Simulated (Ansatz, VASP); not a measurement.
SbPb in VASP and in Ansatz

File INCAR:

```
  PREC = Accurate
  ENCUT = 520
  EDIFF = 1E-6
  ISMEAR = 0
  SIGMA = 0.15
  LREAL = False
  LASPH = True
  NELM = 80
  ALGO = Fast
  ISIF = 2
  LWAVE = False
  LCHARG = True
  LELF = True
  LVHAR = True
  NBANDS = 16
```

KPOINTS

```
regular mesh
0
Gamma
  14 14 14
```

Contents of POSCAR:

```
SbPb
1.0
    0.0000000000      3.1011568068      3.0192862671
    3.1011568068      0.0000000000      3.0192862671
    3.1011568068      3.1011568068      0.0000000000
Sb Pb
1 1
Direct
    0.5000000000      0.5000000000      0.5000000000
    0.0000000000      0.0000000000      0.0000000000
```

Input for Ansatz:

```yaml
crystal:
  lattice:
    - [0.0, 3.1011568068, 3.0192862671]
    - [3.1011568068, 0.0, 3.0192862671]
    - [3.1011568068, 3.1011568068, 0.0]
  atoms:
    - { symbol: Sb, position: [0.5, 0.5, 0.5] }
    - { symbol: Pb, position: [0.0, 0.0, 0.0] }
basis:
  ecutwfc: 420
kpoints:
  mp_grid: { grid: [14, 14, 14] }
hamiltonian:
  xc: lda
scf:
  occupations: { method: gaussian, width: 0.15 }
output:
  forces: true
  stress: true
  eigenvalues: true
```

Alike in both runs: task single point; functional LDA; k mesh 14 × 14 × 14; occupations gaussian, width 0.15 eV; no spin polarisation.

|  | VASP | Ansatz |
| --- | --- | --- |
| version | VASP 6.6.1 | Ansatz 0.2.0 |
| potentials or method | VASP PAW LDA potentials, release 64 (Sb, Pb_d), cutoff 520 eV | scalar-relativistic, plane waves, PAW |
| valence electrons in the cell | 19 | 29 |

Ansatz gave:

```
gap on the k mesh at the Fermi level (eV)                     : none
pressure (GPa)                                                : 1.6
traceless stress, the component that is largest in VASP (GPa) : 2.15
```

**Question.** What did VASP give for the same quantities?

**Answer.** gap on the k mesh at the Fermi level (eV): none; pressure (GPa): 1.7; traceless stress, the component that is largest in VASP (GPa): 2.16.

LDA's correlation is that of Perdew and Zunger in VASP and of Perdew and Wang (1992) in Ansatz. A gap of «none» marks a metal or a gap that the smearing closes. VASP's potentials hold 19 valence electrons a cell and Ansatz's 29, so a difference there can come from the potentials and not from the codes.

Neither program's run includes spin-orbit coupling.
